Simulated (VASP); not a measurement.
The system is Cu.

```
Cu
1.0
     0.00000    1.75939    1.75939
     1.75939    0.00000    1.75939
     1.75939    1.75939    0.00000
Cu
1
Cartesian
  0.0000 0.0000 0.0000
```

Base run:

```yaml
Program: VASP 6.6.1
Functional: LDA
Potentials_or_basis: VASP PAW LDA potentials, release 64 (Cu_sv_GW)
Cutoff: 700 eV
k_mesh: 16 × 16 × 16
Occupations: fermi-dirac, width 0.15 eV
Spin: no spin polarisation
```

Its results: pressure -4.3 GPa.

**Question.** The run is repeated on the same cell with these changes: potentials or basis from VASP PAW LDA potentials, release 64 (Cu_sv_GW) to VASP PAW LDA potentials, release 64 (Cu); cutoff from 700 eV to 520 eV; further incar settings from ALGO = Normal; EDIFF = 1e-06; NBANDS = 16 to ALGO = Fast; EDIFF = 1e-06; NBANDS = 12; valence electrons from 19 to 11. What comes out?

**Answer.** Pressure 1.2 GPa.
